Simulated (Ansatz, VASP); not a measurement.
## One calculation of AlRu, two programs

```xyz
2
Lattice="0.0000 2.1483 2.1483 2.1483 0.0000 2.1483 2.1483 2.1483 0.0000" Properties=species:S:1:pos:R:3 pbc="T T T"
Ru    0.0000    0.0000    0.0000
Al    2.1483    2.1483    2.1483
```

Change from the starting cell: volume scaled by 0.64, LAPW.

Alike in both runs: task single point; functional PBE; k mesh 14 × 14 × 14; occupations fermi-dirac, width 0.1 eV; no spin polarisation.

|  | VASP | Ansatz |
| --- | --- | --- |
| version | VASP 6.6.1 | Ansatz 0.2.0 |
| potentials or method | VASP PAW PBE potentials, release 64 (Ru_pv, Al), cutoff 520 eV | all-electron LAPW, scalar-relativistic |

```csv
,VASP,Ansatz,Ansatz less VASP
pressure (GPa),163.6,162.0,-1.66
```

Both programs put the cell under a high pressure, so it lies far from rest at this level. Ansatz ran all-electron here, and VASP with PAW potentials.

Noted on VASP's run: the cell as given lies far from equilibrium.
